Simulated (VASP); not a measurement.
A run of VASP 6.6.1 is set up as follows.

INCAR

```
PREC = Accurate
ENCUT = 600
EDIFF = 1E-6
ISMEAR = -1
SIGMA = 0.05
LREAL = False
LASPH = True
NELM = 200
ALGO = Normal
ISIF = 2
LWAVE = False
LCHARG = False
ISPIN = 2
MAGMOM = 3 3 3 3 0 0 0 0 0 0
LORBIT = 11
LMAXMIX = 4
GGA = PS
NBANDS = 49
GGA_COMPAT = False
```

File KPOINTS:

```
regular mesh
0
Gamma
  7 7 7
```

POSCAR

```
Fe2O3
1.0
    2.3488854612      1.3561296533      4.3969140280
   -2.3488854612      1.3561296533      4.3969140280
    0.0000000000     -2.7122593066      4.3969140280
Fe O
4 6
Direct
    0.3453676043      0.3453676043      0.3453676043
    0.1546323957      0.1546323957      0.1546323957
    0.6546323957      0.6546323957      0.6546323957
    0.8453676043      0.8453676043      0.8453676043
    0.5639137589      0.2500000000      0.9360862411
    0.2500000000      0.9360862411      0.5639137589
    0.9360862411      0.5639137589      0.2500000000
    0.4360862411      0.7500000000      0.0639137589
    0.7500000000      0.0639137589      0.4360862411
    0.0639137589      0.4360862411      0.7500000000
```

Potentials or basis: VASP PAW PBE potentials, release 64 (Fe, O).

The run is started by

```bash
$ cat potpaw_PBE.64/Fe/POTCAR potpaw_PBE.64/O/POTCAR > POTCAR
$ mpirun -np 1 vasp_std > vasp.out
```

Q: Predict the largest force.

A: 0.046 eV/Å.

Q: What does it give for the pressure?

A: 2.0 GPa.

Q: Estimate the band gap on the k mesh.

A: Zero (filled and empty bands overlap).

Q: Predict the site moments.

A: Fe +0.94; O +0.03 μB.

Forces on the atoms (eV/Å):
```
Fe   0.000  0.000  0.046
Fe   0.000  0.000 -0.046
Fe   0.000  0.000 -0.046
Fe   0.000  0.000  0.046
O    0.012  0.021  0.000
O    0.012 -0.021  0.000
O   -0.024  0.000  0.000
O   -0.012 -0.021  0.000
O   -0.012  0.021  0.000
O    0.024  0.000  0.000
```

Caveat: the PAW data sets were made with another functional, which shifts forces and pressure a little; semilocal functionals often make such compounds metallic where correlation or magnetic order opens a gap, which also shifts bond lengths; the run started ferromagnetic, and an antiferromagnetic order may lie lower in energy. With open d or f shells a metallic result of PBEsol can be an artefact of self-interaction; +U or a hybrid may open a gap.
